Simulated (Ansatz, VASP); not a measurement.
**One calculation of MgO, two programs**

The input POSCAR:

```
MgO
1.0
    3.1895707112      0.0000000000      0.0000000000
   -1.5947853556      2.7622492631      0.0000000000
    0.0000000000      0.0000000000      4.8833352865
Mg O
2 2
Direct
    0.3333333333      0.6666666667     -0.0107582395
    0.6666666667      0.3333333333      0.4892417605
    0.3333333333      0.6666666667      0.3857582395
    0.6666666667      0.3333333333      0.8857582395
```

File INCAR.step1:

```
SYSTEM = MgO
PREC = Accurate
ENCUT = 750
ISMEAR = 0
SIGMA = 0.01
LREAL = .False.
LASPH = .True.
NELM = 120
NBANDS = 24
GGA = PE
ALGO = Normal
EDIFF = 1E-5
LWAVE = .True.
LCHARG = .False.
GGA_COMPAT = .False.
```

The input INCAR.step2:

```
SYSTEM = MgO
PREC = Accurate
ENCUT = 750
EDIFF = 1E-6
ISMEAR = 0
SIGMA = 0.01
LREAL = .False.
LASPH = .True.
NELM = 120
ALGO = Normal
ISIF = 2
LWAVE = .False.
LCHARG = .False.
METAGGA = R2SCAN
LMIXTAU = .True.
NBANDS = 24
ISTART = 1
GGA_COMPAT = .False.
```

KPOINTS

```
regular mesh
0
Gamma
  12 12 6
  0 0 0
```

Input for Ansatz:

```yaml
crystal:
  lattice:
    - [3.1895707112, 0.0, 0.0]
    - [-1.5947853556, 2.7622492631, 0.0]
    - [0.0, 0.0, 4.8833352865]
  atoms:
    - { symbol: Mg, position: [0.3333333333, 0.6666666667, -0.0107582395] }
    - { symbol: Mg, position: [0.6666666667, 0.3333333333, 0.4892417605] }
    - { symbol: O, position: [0.3333333333, 0.6666666667, 0.3857582395] }
    - { symbol: O, position: [0.6666666667, 0.3333333333, 0.8857582395] }
kpoints:
  mp_grid: { grid: [12, 12, 6] }
  band_path:
    path:
      - [0.0, 0.0, 0.0]
      - [0.5, 0.0, 0.0]
      - [0.3333333333, 0.3333333333, 0.0]
      - [0.0, 0.0, 0.5]
      - [0.5, 0.0, 0.5]
      - [0.3333333333, 0.3333333333, 0.5]
    npoints: 1
hamiltonian:
  xc: r2scan
scf:
  occupations: { method: fixed }
  n_extra_bands: 5
output:
  forces: true
  stress: true
  eigenvalues: true
```

Change from the starting cell: hydrostatic strain -3.0%.

Alike in both runs: task single point; functional r2SCAN; k mesh 12 × 12 × 6; no spin polarisation.

|  | VASP | Ansatz |
| --- | --- | --- |
| version | VASP 6.6.1 | Ansatz 0.2.0 |
| potentials or method | VASP PAW PBE potentials, release 64 (Mg_sv, O) | plane waves, PAW |
| plane-wave cutoff (eV) | 750 | 500 |
| occupations | gaussian, width 0.01 eV | fixed |
| valence electrons in the cell | 32 | 32 |

Ansatz gave:

```
gap on the k mesh at the Fermi level (eV)                     : 4.76
pressure (GPa)                                                : 13.9
traceless stress, the component that is largest in VASP (GPa) : -2.21
rms of the force components (eV/Å)                            : 0.001
```

What did VASP give for the same quantities?

gap on the k mesh at the Fermi level (eV): 4.76; pressure (GPa): 14.2; traceless stress, the component that is largest in VASP (GPa): -2.49; rms of the force components (eV/Å): 0.012.

VASP's potentials were made for PBE, not for r2SCAN. Atom by atom the forces differ by 0.011 eV/Å (rms over components).
